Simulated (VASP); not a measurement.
BaZrO3, 5 atoms in the cell. Symmetry: Pm-3m, No. 221, cubic system. The conventional cell has a = 4.154 Å, b = 4.154 Å, c = 4.154 Å, α = 90.00°, β = 90.00°, γ = 90.00°. Ba (site symmetry m-3m) has 12 O at 2.94 Å and 8 Zr at 3.60 Å within 3.9 Å. Within 2.8 Å of Zr (site symmetry m-3m) lie 6 O at 2.08 Å. Within 2.8 Å of O (site symmetry 4/mmm) lie 2 Zr at 2.08 Å. 

* Program: VASP 6.6.1
* Task: relaxation of cell and atoms
* Functional: PBEsol
* Potentials or basis: VASP PAW PBE potentials, release 64 (Ba_sv, Zr_sv, O)
* Cutoff: 600 eV
* k mesh: 6 × 6 × 6
* Occupations: gaussian, width 0.02 eV
* Spin: no spin polarisation
* Target pressure: 2 GPa
* Dipole correction: no
* Further INCAR settings: ALGO = Normal; EDIFF = 1e-07; IBRION = 2; EDIFFG = -0.008; NSW = 70; ISIF = 3

Potentials or basis: VASP PAW PBE potentials, release 64 (Ba_sv, Zr_sv, O).

Command:

```sh
$ cat potpaw_PBE.64/Ba_sv/POTCAR potpaw_PBE.64/Zr_sv/POTCAR potpaw_PBE.64/O/POTCAR > POTCAR
$ mpirun -np 1 vasp_std > vasp.out
```

Hardware: 1 thread of Intel Xeon 8259CL, with other jobs on the host.

Task: How long does it take, and how much memory?

Result: It took 3.4 min on 1 thread of Intel Xeon 8259CL (shared host), peak memory 0.25 GiB. Counts: scf iterations 36, k points 20, ion steps 3.
